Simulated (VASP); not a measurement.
Set up this calculation in VASP 6.6.1, as the native input.

- Task: single point
- Functional: r2SCAN
- Potentials or basis: VASP PAW PBE potentials, release 64 (Ni, O)
- Cutoff: 520 eV
- k mesh: 10 × 10 × 8
- Occupations: gaussian, width 0.02 eV
- Spin: collinear spin, ferromagnetic start
- Starting moments: [1.84, 1.84, 0.31, 0.31] μB
- Dipole correction: no
- Further INCAR settings: ALGO = Normal; EDIFF = 1e-06; NBANDS = 28

Crystal: NiO.

```
Ni O
1.0
     2.08427    2.08427    0.00000
    -2.08427    2.08427    0.00000
     0.00000    0.00000    4.27237
Ni O
2 2
Direct
  0.00000 0.00000 0.00000
  0.50000 0.50000 0.50000
  0.50000 0.50000 0.00000
  0.00000 0.00000 0.50000
```

This cell differs from its parent crystal: uniaxial strain along c: +2.0 %, then relaxed in part.

These files were run (other wordings do the same):

POSCAR

```
NiO
1.0
    2.0842720974      2.0842720974      0.0000000000
   -2.0842720974      2.0842720974      0.0000000000
    0.0000000000      0.0000000000      4.2723689339
Ni O
2 2
Direct
    0.0000000000      0.0000000000      0.0000000000
    0.5000000000      0.5000000000      0.5000000000
    0.5000000000      0.5000000000      0.0000000000
    0.0000000000      0.0000000000      0.5000000000
```

INCAR.step1

```
ALGO     = Normal         # electronic algorithm
EDIFF    = 1E-4           # SCF threshold, eV
ENCUT    = 520            # plane-wave cutoff, eV
GGA      = PE             # functional
ISMEAR   = 0              # smearing method
ISPIN    = 2              # spin polarisation
LASPH    = T              # aspherical terms in the spheres
LCHARG   = F              # write CHGCAR
LMAXMIX  = 4              # l up to which the mixer works
LREAL    = F              # projectors in reciprocal space
LWAVE    = T              # write WAVECAR
MAGMOM   = 1.84 1.84 0.31 0.31 # initial moments
NBANDS   = 28             # bands
NELM     = 150            # most SCF steps
PREC     = Accurate       # precision mode
SIGMA    = 0.02           # smearing width, eV
```

INCAR.step2

```
ALGO     = Normal         # electronic algorithm
EDIFF    = 1E-6           # SCF threshold, eV
ENCUT    = 520            # plane-wave cutoff, eV
ISIF     = 2              # what is computed and relaxed
ISMEAR   = 0              # smearing method
ISPIN    = 2              # spin polarisation
ISTART   = 1            
LASPH    = T              # aspherical terms in the spheres
LCHARG   = F              # write CHGCAR
LMAXMIX  = 4              # l up to which the mixer works
LMIXTAU  = T            
LORBIT   = 11             # projections on sites
LREAL    = F              # projectors in reciprocal space
LWAVE    = F              # write WAVECAR
MAGMOM   = 1.84 1.84 0.31 0.31 # initial moments
METAGGA  = R2SCAN         # meta-GGA
NBANDS   = 28             # bands
NELM     = 150            # most SCF steps
PREC     = Accurate       # precision mode
SIGMA    = 0.02           # smearing width, eV
```

KPOINTS

```
k-points
0
Gamma
  10 10 8
```

Potentials or basis: VASP PAW PBE potentials, release 64 (Ni, O).

Run with:

```console
$ cat potpaw_PBE.64/Ni/POTCAR potpaw_PBE.64/O/POTCAR > POTCAR
$ cp INCAR.step1 INCAR
$ mpirun -np 1 vasp_std > vasp.out
$ cp INCAR.step2 INCAR
$ mpirun -np 1 vasp_std > vasp.out
```

Results of the run:

```json
{"Pressure": "-2.0 GPa", "Band gap on the k mesh": "0.61 eV", "Net moment": "4.00 μB per cell", "Site moments": "Ni +1.69; O +0.28 μB", "Valence electrons inside the program's atomic spheres": "Ni 8.90; O 5.04"}
```

Caveat: the cell differs from its parent crystal (uniaxial strain along c: +2.0 %, then relaxed in part); the PAW data sets were made with another functional, which shifts forces and pressure a little.

Wall time 5.5 min on 1 thread of Intel Xeon 6975P-C (shared host), peak memory 0.28 GiB.
